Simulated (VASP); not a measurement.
# RuSe (Pm-3m) in VASP: single point with PBE+U

Aim: the single point of RuSe with PBE+U.

Everything below comes from runs of VASP 6.6.1. Logs are shortened: lines on timing, memory, paths and dates and some standing lists are left out, and cuts for length are marked.

### 1 The cell of the first run

Symmetry: Pm-3m, No. 221, cubic system. Conventional cell: a = 3.188 Å, b = 3.188 Å, c = 3.188 Å, α = 90.00°, β = 90.00°, γ = 90.00°. Within 3.6 Å of Ru (site symmetry m-3m) lie 8 Se at 2.76 Å and 6 Ru at 3.19 Å. Se (site symmetry m-3m) has 8 Ru at 2.76 Å and 6 Se at 3.19 Å within 3.6 Å.

### 2 Single point, PBE+U, collinear spin, ferrimagnetic start

INCAR

```
SYSTEM = RuSe
PREC = Accurate
ENCUT = 520
EDIFF = 1E-7
ISMEAR = 0
SIGMA = 0.05
LREAL = .False.
LASPH = .True.
NELM = 150
ALGO = Normal
ISIF = 2
LWAVE = .False.
LCHARG = .False.
ISPIN = 2
MAGMOM = 2.36 -0.33
LORBIT = 11
LMAXMIX = 4
LDAU = .True.
LDAUTYPE = 2
LDAUL = 2 -1
LDAUU = 6 0
LDAUJ = 0 0
LDAUPRINT = 1
GGA = PE
NBANDS = 21
```

KPOINTS

```
regular mesh
0
Gamma
  6 6 6
  0 0 0
```

POSCAR

```
RuSe
1.0
    3.1876923100      0.0000000000      0.0000000000
    0.0000000000      3.1876923100      0.0000000000
    0.0000000000      0.0000000000      3.1876923100
Ru Se
1 1
Direct
    0.0000000000      0.0000000000      0.0000000000
    0.5000000000      0.5000000000      0.5000000000
```

Potentials or basis: VASP PAW PBE potentials, release 64 (Ru_pv, Se).

Run with:

```
cat potpaw_PBE.64/Ru_pv/POTCAR potpaw_PBE.64/Se/POTCAR > POTCAR
mpirun -np 1 vasp_std > vasp.out
```

OUTCAR:

```text
SYSTEM = RuSe
   PREC = Accurate
   ENCUT = 520
   EDIFF = 1E-7
   ISMEAR = 0
   LREAL = .False.
   LASPH = .True.
   NELM = 150
   ISIF = 2
   ISPIN = 2
   LORBIT = 11
   GGA = PE

 ion  position               nearest neighbor table
   1  0.000  0.000  0.000-   2 2.76   2 2.76   2 2.76   2 2.76   2 2.76   2 2.76   2 2.76   2 2.76

   2  0.500  0.500  0.500-   1 2.76   1 2.76   1 2.76   1 2.76   1 2.76   1 2.76   1 2.76   1 2.76

  LATTYP: Found a simple cubic cell.
 ALAT       =     3.1876923100

  Lattice vectors:

 A1 = (   3.1876923100,   0.0000000000,   0.0000000000)
 A2 = (   0.0000000000,   3.1876923100,   0.0000000000)
 A3 = (   0.0000000000,   0.0000000000,   3.1876923100)

Analysis of symmetry for initial positions (statically):
=====================================================================
 Subroutine PRICEL returns:
 Original cell was already a primitive cell.

 Routine SETGRP: Setting up the symmetry group for a
 simple cubic supercell.

 Subroutine GETGRP returns: Found 48 space group operations
 (whereof 48 operations were pure point group operations)
 out of a pool of 48 trial point group operations.

The static configuration has the point symmetry O_h .

Analysis of symmetry for dynamics (positions and initial velocities):
=====================================================================
 Subroutine PRICEL returns:
 Original cell was already a primitive cell.

 Routine SETGRP: Setting up the symmetry group for a
 simple cubic supercell.

 Subroutine GETGRP returns: Found 48 space group operations
 (whereof 48 operations were pure point group operations)
 out of a pool of 48 trial point group operations.

The dynamic configuration has the point symmetry O_h .

Analysis of structural, dynamic, and magnetic symmetry:
=====================================================================
 Subroutine PRICEL returns:
 Original cell was already a primitive cell.

 Routine SETGRP: Setting up the symmetry group for a
 simple cubic supercell.

 Subroutine GETGRP returns: Found 48 space group operations
 (whereof 48 operations were pure point group operations)
 out of a pool of 48 trial point group operations.

The overall configuration has the point symmetry O_h .

 Subroutine INISYM returns: Found 48 space group operations
 (whereof 48 operations are pure point group operations),
 and found     1 'primitive' translations

----------------------------------------------------------------------------------------

                                     Primitive cell

  volume of cell :      32.3914

  direct lattice vectors                    reciprocal lattice vectors
     3.187692310  0.000000000  0.000000000     0.313706563  0.000000000  0.000000000
     0.000000000  3.187692310  0.000000000     0.000000000  0.313706563  0.000000000
     0.000000000  0.000000000  3.187692310     0.000000000  0.000000000  0.313706563

  length of vectors
     3.187692310  3.187692310  3.187692310     0.313706563  0.313706563  0.313706563

  position of ions in fractional coordinates (direct lattice)
     0.000000000  0.000000000  0.000000000
     0.500000000  0.500000000  0.500000000

  ion indices of the primitive-cell ions
   primitive index   ion index
                 1           1
                 2           2

----------------------------------------------------------------------------------------

 KPOINTS: regular mesh

Automatic generation of k-mesh.
 Grid dimensions read from file:
 generate k-points for:    6    6    6

 Generating k-lattice:

[... 65 lines left out ...]
   TEBEG  =    0.0;   TEEND  =   0.0 temperature during run
   PSTRESS=    0.0 pullay stress
   NELECT =      20.0000    total number of electrons
   NUPDOWN=      -1.0000    fix difference up-down
   EMIN   =  10.00;   EMAX   =-10.00  energy-range for DOS
   EFERMI =   0.00;   METHOD = LEGACY
   ISMEAR =     0;   SIGMA  =   0.05  broadening in eV -4-tet -1-fermi 0-gaus
   EFERMI_NEDOS =   21; number of points for ismear=-14 and -15
   IALGO  =     38    algorithm
   IMIX   =      4    mixing-type and parameters
     AMIX     =   0.40;   BMIX     =  1.00
     AMIX_MAG =   1.60;   BMIX_MAG =  1.00
  volume/ion in A,a.u.               =      16.20       109.29
  Fermi-wavevector in a.u.,A,eV,Ry     =   1.394040  2.634353 26.440832  1.943346
  Thomas-Fermi vector in A             =   2.517627
   LORBIT       =     11    0 simple, 1 ext, 2 COOP (PROOUT), +10 PAW based schemes
 LDA+U is selected, type is set to LDAUTYPE =  2
   angular momentum for each species LDAUL =     2   -1
   U (eV)           for each species LDAUU =   6.0  0.0
   J (eV)           for each species LDAUJ =   0.0  0.0
   GGA     = PE    functional components
   LHFCALC =     F    Hartree Fock is set to
   AEXX    =    0.0000 exact exchange contribution
   IVDW    =     0    specifies the selected vdW correction
   LEPSILON=     F    determine dielectric tensor
   LRPA    =     F    only Hartree local field effects (RPA)
 spin polarized calculation
 Gauss-broadening in eV      SIGMA  =   0.05
  energy-cutoff  :      520.00
  volume of cell :       32.39
 maximum number of plane-waves:       912
 NGX is ok and might be reduce to    24
   NGX = 11   NGY = 11   NGZ = 11

atom =   1  type =  1  l = 2

 onsite density matrix

spin component  1

  0.8150  0.0000 -0.0000  0.0000  0.0000
  0.0000  0.8150 -0.0000  0.0000 -0.0000
 -0.0000 -0.0000  0.8703  0.0000 -0.0000
  0.0000  0.0000  0.0000  0.8150  0.0000
  0.0000 -0.0000 -0.0000  0.0000  0.8703

spin component  2

  0.1066 -0.0000  0.0000 -0.0000 -0.0000
 -0.0000  0.1066  0.0000 -0.0000 -0.0000
  0.0000  0.0000  0.8393  0.0000 -0.0000
 -0.0000 -0.0000  0.0000  0.1066  0.0000
 -0.0000 -0.0000 -0.0000  0.0000  0.8393

 occupancies and eigenvectors

  o =  0.1066  v =  0.0000  0.0000  0.0000  0.0000  0.0000  0.0975  0.9427  0.0000  0.3190 -0.0000      0.0000  0.0000  0.0000  0.0000  0.0000  0.0000  0.0000  0.0000  0.0000  0.0000
  o =  0.1066  v =  0.0000  0.0000  0.0000  0.0000  0.0000  0.9891 -0.1274 -0.0000  0.0742 -0.0000      0.0000  0.0000  0.0000  0.0000  0.0000  0.0000  0.0000  0.0000  0.0000  0.0000
  o =  0.1066  v =  0.0000  0.0000  0.0000  0.0000  0.0000 -0.1106 -0.3082  0.0000  0.9449 -0.0000      0.0000  0.0000  0.0000  0.0000  0.0000  0.0000  0.0000  0.0000  0.0000  0.0000
  o =  0.8150  v =  0.0000 -0.4451 -0.0000  0.8955 -0.0000  0.0000  0.0000  0.0000  0.0000  0.0000      0.0000  0.0000  0.0000  0.0000  0.0000  0.0000  0.0000  0.0000  0.0000  0.0000
  o =  0.8150  v =  1.0000  0.0000  0.0000  0.0000  0.0000  0.0000  0.0000  0.0000  0.0000  0.0000      0.0000  0.0000  0.0000  0.0000  0.0000  0.0000  0.0000  0.0000  0.0000  0.0000
  o =  0.8150  v =  0.0000 -0.8955 -0.0000 -0.4451  0.0000  0.0000  0.0000  0.0000  0.0000  0.0000      0.0000  0.0000  0.0000  0.0000  0.0000  0.0000  0.0000  0.0000  0.0000  0.0000
  o =  0.8393  v =  0.0000  0.0000  0.0000  0.0000  0.0000  0.0000  0.0000  0.0502 -0.0000  0.9987      0.0000  0.0000  0.0000  0.0000  0.0000  0.0000  0.0000  0.0000  0.0000  0.0000
  o =  0.8393  v =  0.0000  0.0000  0.0000  0.0000  0.0000 -0.0000  0.0000 -0.9987  0.0000  0.0502      0.0000  0.0000  0.0000  0.0000  0.0000  0.0000  0.0000  0.0000  0.0000  0.0000
  o =  0.8703  v =  0.0000 -0.0000  0.2024  0.0000  0.9793  0.0000  0.0000  0.0000  0.0000  0.0000      0.0000  0.0000  0.0000  0.0000  0.0000  0.0000  0.0000  0.0000  0.0000  0.0000
  o =  0.8703  v =  0.0000 -0.0000  0.9793 -0.0000 -0.2024  0.0000  0.0000  0.0000  0.0000  0.0000      0.0000  0.0000  0.0000  0.0000  0.0000  0.0000  0.0000  0.0000  0.0000  0.0000

 number of electron      19.9999991 magnetization       2.0066470

 Free energy of the ion-electron system (eV)
  ---------------------------------------------------
  ext. energy  EPLUGINS =         0.00000000
  ---------------------------------------------------
  free energy    TOTEN  =        -6.44734868 eV

  energy without entropy =       -6.44640705  energy(sigma->0) =       -6.44687787

 E-fermi :   9.6212     XC(G=0): -12.2159

 val. band max:        9.5970637545   @ k =   0.5000   0.5000   0.0000
 cond. band min:       9.6580874559   @ k =   0.5000   0.1667   0.0000
 fundamental gap:      0.0610237014
 Fermi energy:         9.6212013946

 spin component 1

 k-point     1 :       0.0000    0.0000    0.0000
  band No.  band energies     occupation
      1     -33.3869      1.00000
      2     -33.3869      1.00000
      3     -33.3869      1.00000
      4      -6.2105      1.00000
      5       4.1418      1.00000
      6       4.1418      1.00000
[... 469 lines left out ...]
     20      31.6830      0.00000
     21      31.6830      0.00000
 Fermi energy:         9.6212013946

 spin component 2

 k-point     1 :       0.0000    0.0000    0.0000
  band No.  band energies     occupation
      1     -31.6859      1.00000
      2     -31.6858      1.00000
      3     -31.6854      1.00000
      4      -6.3961      1.00000
      5       5.0327      1.00000
      6       5.0331      1.00000
[... 469 lines left out ...]
     20      32.0050      0.00000
     21      32.0050      0.00000

------------------------ aborting loop because EDIFF is reached ----------------------------------------

  FORCE on cell =-STRESS in cart. coord.  units (eV):
  Direction    XX          YY          ZZ          XY          YZ          ZX
  --------------------------------------------------------------------------------------
  -------------------------------------------------------------------------------------
  Total        3.4674863      3.4674863      3.4674863     -0.0000000     -0.0000000     -0.0000000
  in kB      171.5126497    171.5126497    171.5126497     -0.0000000     -0.0000000     -0.0000000
  external PRESSURE =     171.5126497 kB  Pullay stress =       0.0000000 kB

 VOLUME and BASIS-vectors are now :
 -----------------------------------------------------------------------------
  energy-cutoff  :      520.00
  volume of cell :       32.39
      direct lattice vectors                 reciprocal lattice vectors
     3.187692310  0.000000000  0.000000000     0.313706563  0.000000000  0.000000000
     0.000000000  3.187692310  0.000000000     0.000000000  0.313706563  0.000000000
     0.000000000  0.000000000  3.187692310     0.000000000  0.000000000  0.313706563

 POSITION                                       TOTAL-FORCE (eV/Angst)
 -----------------------------------------------------------------------------------
      0.00000      0.00000      0.00000         0.000000      0.000000      0.000000
      1.59385      1.59385      1.59385         0.000000      0.000000      0.000000
 -----------------------------------------------------------------------------------
    total drift:                                0.000000      0.000000      0.000000

  FREE ENERGIE OF THE ION-ELECTRON SYSTEM (eV)
  ---------------------------------------------------
  free  energy   TOTEN  =        -6.4473486774 eV

  energy  without entropy=       -6.4464070537  energy(sigma->0) =       -6.44687787

 total charge

# of ion       s       p       d       tot
------------------------------------------
    1        0.219   6.147   6.138  12.503
    2        1.496   2.298   0.068   3.862
--------------------------------------------------
tot          1.714   8.445   6.206  16.365

 magnetization (x)

# of ion       s       p       d       tot
------------------------------------------
    1        0.028   0.029   2.176   2.233
    2        0.027  -0.307   0.018  -0.262
--------------------------------------------------
tot          0.055  -0.278   2.194   1.971
```

It took 19 s on 1 thread of Intel Xeon 6975P-C (Granite Rapids), shared host; peak memory 0.16 GiB.

What came out:

```yaml
Free_energy: -6.4473 eV
Pressure: 17.2 GPa
Band_gap_on_the_k_mesh: zero (filled and empty bands overlap)
Net_moment: 2.01 μB per cell
Site_moments: Ru +2.23; Se -0.26 μB
Valence_electrons_inside_the_program's_atomic_spheres: Ru 12.50; Se 3.86
```

Levels at points of the mesh, in eV from the Fermi level:
Spin up:
| k point | band 7 | band 8 | band 9 | band 10 | band 11 | band 12 | band 13 | band 14 | band 15 | band 16 |
| --- | --- | --- | --- | --- | --- | --- | --- | --- | --- | --- |
| (0.00, 0.00, 0.00) | -3.43 | -3.43 | -3.43 | -1.42 | -1.42 | -1.42 | 2.39 | 8.20 | 8.20 | 11.11 |
| (0.50, 0.00, 0.00) | -5.28 | -5.02 | -3.29 | -1.88 | 2.10 | 2.10 | 5.45 | 6.17 | 8.59 | 8.59 |
| (0.50, 0.50, 0.00) | -4.97 | -4.25 | -4.25 | -3.05 | -2.13 | 0.29 | 2.18 | 10.25 | 10.31 | 10.31 |
| (0.50, 0.50, 0.50) | -7.88 | -2.07 | -2.07 | 1.08 | 1.08 | 1.08 | 2.49 | 2.49 | 2.49 | 7.73 |
Spin down:
```
           k point  band 7  band 8  band 9  band 10  band 11  band 12
(0.00, 0.00, 0.00)   -1.61   -1.61   -1.61     2.66     2.66     2.66
(0.50, 0.00, 0.00)   -2.25   -2.25   -0.84     2.93     4.93     4.93
(0.50, 0.50, 0.00)   -4.09   -0.93   -0.02     1.26     1.26     2.01
(0.50, 0.50, 0.50)   -6.10   -0.87   -0.87     2.79     2.79     2.79
```

Eigenvalues of the final occupation matrices:
| site | spin | trace | eigenvalues |
| --- | --- | --- | --- |
| site 1 d | 1 | 4.19 | 0.81 0.81 0.81 0.87 0.87 |
| site 1 d | 2 | 2.00 | 0.11 0.11 0.11 0.84 0.84 |

Caveat: the cell stands under pressure; an empty level that is flat over the whole mesh can mark a ghost state of the potentials, or a narrow d or f band.
